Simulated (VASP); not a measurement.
CsB3N3, 7 atoms in the cell. The structure is hexagonal, space group P-62m (No. 189). Conventional cell: a = 4.369 Å, b = 4.369 Å, c = 9.541 Å, α = 90.00°, β = 90.00°, γ = 120.00°. Cs (site symmetry -62m) has 6 Cs at 4.37 Å and 14 B at 4.77 to 5.40 Å and 12 N at 4.99 to 5.59 Å within 5.7 Å. B (site symmetry -6) has 3 N at 1.46 Å within 1.9 Å. Within 1.9 Å of B (site symmetry -62m) lie 3 N at 1.46 Å. Within 1.9 Å of N (site symmetry m2m) lie 3 B at 1.46 Å. 

* Program: VASP 6.6.1
* Task: single point
* Functional: PBE
* Potentials or basis: VASP PAW PBE potentials, release 64 (Cs_sv, B, N)
* Cutoff: 520 eV
* k mesh: 12 × 12 × 6
* Occupations: gaussian, width 0.1 eV
* Spin: no spin polarisation
* Dipole correction: no
* Further INCAR settings: ALGO = Normal; EDIFF = 1e-06; NBANDS = 26

Potentials or basis: VASP PAW PBE potentials, release 64 (Cs_sv, B, N).

The run is started by

```sh
$ cat potpaw_PBE.64/Cs_sv/POTCAR potpaw_PBE.64/B/POTCAR potpaw_PBE.64/N/POTCAR > POTCAR
$ mpirun -np 1 vasp_std > vasp.out
```

Hardware: 1 thread of Oxide Virtual Turin-like Processor, on a shared host.

How long does it take, and how much memory?

Run time: 7 min on 1 thread of Oxide Virtual Turin-like Processor, on a shared host, peak memory 0.4 GiB. Counts: scf iterations 15, k points 76.
